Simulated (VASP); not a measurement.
# C (P6_3/mmc) in VASP: a series of runs, part 2 of 2

VASP 6.6.1. The steps go on from the part before.

## 3. Single point, PBE (strained cell)

File INCAR:

```
SYSTEM = C
ALGO = Normal
EDIFF = 1E-7
ENCUT = 520
GGA = PE
ISIF = 2
ISMEAR = 0
LASPH = .True.
LCHARG = .True.
LELF = .True.
LREAL = .False.
LVHAR = .True.
LWAVE = .False.
NBANDS = 16
NELM = 80
PREC = Accurate
SIGMA = 0.02
```

File KPOINTS:

```
k-points
0
Gamma
  9 9 6
  0 0 0
```

File POSCAR:

```
C
1.0
    2.5775315029      0.0000000000      0.0000000000
   -1.2887657514      2.2322077606      0.0000000000
    0.0000000000      0.0000000000      4.2430102239
C
4
Direct
    0.3333333333      0.6666666667     -0.0004408366
    0.6666666667      0.3333333333      0.4995591634
    0.3333333333      0.6666666667      0.3744408366
    0.6666666667      0.3333333333      0.8744408366
```

Potentials or basis: VASP PAW PBE potentials, release 64 (C).

On the command line:

```console
cat potpaw_PBE.64/C/POTCAR > POTCAR
mpirun -np 1 vasp_std > vasp.out
```

OUTCAR:

```text
SYSTEM = C
   EDIFF = 1E-7
   ENCUT = 520
   GGA = PE
   ISIF = 2
   ISMEAR = 0
   LASPH = .True.
   LREAL = .False.
   NELM = 80
   PREC = Accurate

 ion  position               nearest neighbor table
   1  0.333  0.667  1.000-   4 1.58   4 1.58   4 1.58   3 1.59
   2  0.667  0.333  0.500-   3 1.58   3 1.58   3 1.58   4 1.59
   3  0.333  0.667  0.374-   2 1.58   2 1.58   2 1.58   1 1.59
   4  0.667  0.333  0.874-   1 1.58   1 1.58   1 1.58   2 1.59

  LATTYP: Found a hexagonal cell.
 ALAT       =     2.5775315029
 C/A-ratio  =     1.6461526151

  Lattice vectors:

 A1 = (   2.5775315029,   0.0000000000,   0.0000000000)
 A2 = (  -1.2887657514,   2.2322077606,   0.0000000000)
 A3 = (   0.0000000000,   0.0000000000,   4.2430102239)

Analysis of symmetry for initial positions (statically):
=====================================================================
 Subroutine PRICEL returns:
 Original cell was already a primitive cell.

 Routine SETGRP: Setting up the symmetry group for a
 hexagonal supercell.

 Subroutine GETGRP returns: Found 24 space group operations
 (whereof  6 operations were pure point group operations)
 out of a pool of 24 trial point group operations.

The static configuration has the point symmetry C_3v.
 The point group associated with its full space group is D_6h.

Analysis of symmetry for dynamics (positions and initial velocities):
=====================================================================
 Subroutine PRICEL returns:
 Original cell was already a primitive cell.

 Routine SETGRP: Setting up the symmetry group for a
 hexagonal supercell.

 Subroutine GETGRP returns: Found 24 space group operations
[... 119 lines left out ...]
   NELECT =      16.0000    total number of electrons
   NUPDOWN=      -1.0000    fix difference up-down
   EMIN   =  10.00;   EMAX   =-10.00  energy-range for DOS
   EFERMI =   0.00;   METHOD = LEGACY
   ISMEAR =     0;   SIGMA  =   0.02  broadening in eV -4-tet -1-fermi 0-gaus
   EFERMI_NEDOS =   21; number of points for ismear=-14 and -15
   IALGO  =     38    algorithm
   IMIX   =      4    mixing-type and parameters
     AMIX     =   0.40;   BMIX     =  1.00
     AMIX_MAG =   1.60;   BMIX_MAG =  1.00
  volume/ion in A,a.u.               =       6.10        41.19
  Fermi-wavevector in a.u.,A,eV,Ry     =   1.422036  2.687258 27.513517  2.022186
  Thomas-Fermi vector in A             =   2.542782
   LORBIT       =      0    0 simple, 1 ext, 2 COOP (PROOUT), +10 PAW based schemes
   GGA     = PE    functional components
   LHFCALC =     F    Hartree Fock is set to
   AEXX    =    0.0000 exact exchange contribution
   IVDW    =     0    specifies the selected vdW correction
   LEPSILON=     F    determine dielectric tensor
   LRPA    =     F    only Hartree local field effects (RPA)
 non-spin polarized calculation
 Gauss-broadening in eV      SIGMA  =   0.02
  energy-cutoff  :      520.00
  volume of cell :       24.41
 maximum number of plane-waves:       668
 NGX is ok and might be reduce to    20
   NGX =  9   NGY =  9   NGZ = 15

 number of electron      15.9999999 magnetization

 Free energy of the ion-electron system (eV)
  ---------------------------------------------------
  ext. energy  EPLUGINS =         0.00000000
  ---------------------------------------------------
  free energy    TOTEN  =       -36.14144909 eV

  energy without entropy =      -36.14144909  energy(sigma->0) =      -36.14144909

 E-fermi :   9.0763     XC(G=0): -12.8794

 val. band max:        8.9542201455   @ k =   0.0000   0.0000   0.0000
 cond. band min:      12.5352986794   @ k =   0.3333   0.3333   0.0000
 fundamental gap:      3.5810785339
 Fermi energy:         9.0762761276

 k-point     1 :       0.0000    0.0000    0.0000
  band No.  band energies     occupation
      1     -11.8408      2.00000
      2      -6.5164      2.00000
      3      -3.9099      2.00000
      4       5.9882      2.00000
      5       5.9882      2.00000
      6       8.5487      2.00000
[... 433 lines left out ...]
      3      -1.1824      2.00000
      4      -1.1602      2.00000
      5      -1.1602      2.00000
      6       2.1325      2.00000
[... 8 lines left out ...]
     15      23.2252      0.00000
     16      23.2252      0.00000

 [... further k-points ...]
[... 5 lines left out ...]
  --------------------------------------------------------------------------------------
  -------------------------------------------------------------------------------------
  Total       -4.4020257     -4.4020257     -2.6380971     -0.0000000      0.0000000     -0.0000000
  in kB     -288.9019589   -288.9019589   -173.1365207     -0.0000000      0.0000000     -0.0000000
  external PRESSURE =    -250.3134795 kB  Pullay stress =       0.0000000 kB

 VOLUME and BASIS-vectors are now :
 -----------------------------------------------------------------------------
  energy-cutoff  :      520.00
  volume of cell :       24.41
      direct lattice vectors                 reciprocal lattice vectors
     2.577531503  0.000000000  0.000000000     0.387968100  0.223993487  0.000000000
    -1.288765751  2.232207761  0.000000000     0.000000000  0.447986974  0.000000000
     0.000000000  0.000000000  4.243010224     0.000000000  0.000000000  0.235681732

 POSITION                                       TOTAL-FORCE (eV/Angst)
 -----------------------------------------------------------------------------------
     -0.00000      1.48814      4.24114        -0.000000      0.000000      0.001037
      1.28877      0.74407      2.11963         0.000000     -0.000000      0.001037
     -0.00000      1.48814      1.58876        -0.000000      0.000000     -0.001037
      1.28877      0.74407      3.71026         0.000000     -0.000000     -0.001037
 -----------------------------------------------------------------------------------
    total drift:                               -0.000000      0.000000      0.000006

  FREE ENERGIE OF THE ION-ELECTRON SYSTEM (eV)
  ---------------------------------------------------
  free  energy   TOTEN  =       -36.1414490861 eV

  energy  without entropy=      -36.1414490861  energy(sigma->0) =      -36.14144909
```

Wall time 11 s (1 thread of Intel Xeon Platinum 8488C (Sapphire Rapids), shared host); peak memory 0.13 GiB.

Results:

```yaml
Free_energy: -36.1414 eV
Pressure: -25.0 GPa
Band_gap_on_the_k_mesh: 3.58 eV, indirect (least direct gap 4.73 eV)
```

Levels at points of the mesh, in eV from the valence-band top:
```tsv
k point	band 6	band 7	band 8	band 9	band 10	band 11
(0.00, 0.00, 0.00)	-0.41	0.00	0.00	4.73	4.73	5.42
(0.00, 0.00, 0.50)	-1.78	-1.78	-1.78	6.92	6.92	6.92
```

Caveat: the cell differs from its parent crystal (strained cell). A k mesh can miss the band edges.

## 4. Relaxation of the atoms, PBE (strained cell)

File INCAR:

```
ALGO = Normal
EDIFF = 1E-6
EDIFFG = -0.002
ENCUT = 520
GGA = PE
IBRION = 2
ISIF = 2
ISMEAR = 0
LASPH = T
LCHARG = F
LREAL = F
LWAVE = F
NELM = 60
NSW = 60
PREC = Accurate
SIGMA = 0.02
```

File KPOINTS:

```
k-points
0
Gamma
  9 9 6
```

File POSCAR:

```
C
1.0
    2.5021834443      0.0000000000      0.0000000000
   -1.2510917222      2.1669544277      0.0000000000
    0.0000000000      0.0000000000      4.2430102239
C
4
Direct
    0.3333333333      0.6666666667     -0.0002709410
    0.6666666667      0.3333333333      0.4997290590
    0.3333333333      0.6666666667      0.3742709410
    0.6666666667      0.3333333333      0.8742709410
```

On the command line:

```console
cat potpaw_PBE.64/C/POTCAR > POTCAR
mpirun -np 1 vasp_std > vasp.out
```

Run time: 11 s. Hardware: 1 thread of Intel Xeon Platinum 8488C (Sapphire Rapids), shared host; peak memory 0.13 GiB.

The run converged. Its results:

```yaml
Free_energy: -36.2512 eV
Energy_gained_by_relaxing: 0.0 meV/atom
Ionic_steps: 3
Pressure_after_relaxing: -2.4 GPa
Band_gap_on_the_k_mesh: 3.36 eV, indirect (least direct gap 4.80 eV)
```

Stress tensor (GPa, compression positive):
```
  5.28   0.00   0.00
  0.00   5.28   0.00
  0.00   0.00 -17.79
```

Final structure:
```yaml
crystal:
  lattice:
    - [2.50218, 0.00000, 0.00000]
    - [-1.25109, 2.16695, 0.00000]
    - [0.00000, 0.00000, 4.24301]
  atoms:
    - { symbol: C, position: [0.33333, 0.66667, 0.99968] }
    - { symbol: C, position: [0.66667, 0.33333, 0.49968] }
    - { symbol: C, position: [0.33333, 0.66667, 0.37432] }
    - { symbol: C, position: [0.66667, 0.33333, 0.87432] }
```

Levels at points of the mesh, in eV from the valence-band top:
```
           k point  band 4  band 5  band 6  band 7  band 8  band 9  band 10  band 11  band 12
(0.00, 0.00, 0.00)   -2.84   -2.84   -0.46    0.00    0.00    4.80     5.19     5.19     8.45
(0.00, 0.00, 0.50)   -7.13   -1.69   -1.69   -1.69   -1.69    7.33     7.33     7.33     7.33
```

Caveat: the cell differs from its parent crystal (strained cell). A k mesh can miss the band edges.

## 5. Overview

```csv
task,cell,smearing,gap on the mesh (eV),pressure (GPa)
single point,"a = 2.511, b = 2.511, c = 4.243 Å, angles 90.0, 90.0, 120.0°, 4 atoms",gaussian 0.01 eV,3.40,-5.5
single point,"a = 2.578, b = 2.578, c = 4.243 Å, angles 90.0, 90.0, 120.0°, 4 atoms",gaussian 0.02 eV,3.58,-25.0
relaxation of the atoms,"atoms relaxed from a = 2.502, b = 2.502, c = 4.243 Å, angles 90.0, 90.0, 120.0°, 4 atoms",gaussian 0.02 eV,3.36,-2.4
```

Alike in all rows: level PBE; potentials or basis VASP PAW PBE potentials, release 64 (C); no spin polarisation; k mesh 9 × 9 × 6; cutoff (eV) 520.

Total energies depend on the potentials used, so only differences within one code and one set of settings carry meaning.
